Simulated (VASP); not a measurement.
Runs of VASP 6.6.1 on Au. The structure is that of space group P6_3/mmc (No. 194), or close to it. The cells are those of the table. This isn't the form of Au at room conditions, which is fcc.

```tsv
cell	gap on the mesh (eV)	pressure (GPa)
a = 2.919, b = 2.919, c = 4.912 Å, angles 90.0, 90.0, 120.0°, 2 atoms	none	-9.5
a = 2.861, b = 2.861, c = 4.814 Å, angles 90.0, 90.0, 120.0°, 2 atoms	none	(b)
a = 2.841, b = 2.841, c = 4.780 Å, angles 90.0, 90.0, 120.0°, 2 atoms	none	(a)
a = 2.938, b = 2.938, c = 4.944 Å, angles 90.0, 90.0, 120.0°, 2 atoms	none	-11.6
a = 2.957, b = 2.957, c = 4.976 Å, angles 90.0, 90.0, 120.0°, 2 atoms	none	-13.3
```

Alike in all rows: task single point; level revPBE+D3(BJ); potentials or basis VASP PAW PBE potentials, release 64 (Au); no spin polarisation; k mesh 9 × 9 × 5; cutoff (eV) 500; smearing methfessel-paxton 0.02 eV.

Question: Fill in the values left out.

Answer: (a) 2.5; (b) -1.2.

Caveats: three body term missing; the PAW data sets were made with another functional, which shifts forces and pressure a little; spin-orbit coupling is left out, which moves the levels of the heavy elements; the cell stands under tension (at least some runs).

A k mesh can miss the band edges, and the runs leave out spin-orbit coupling on Au.

A gap of «none» marks levels without a gap at the run's occupations.
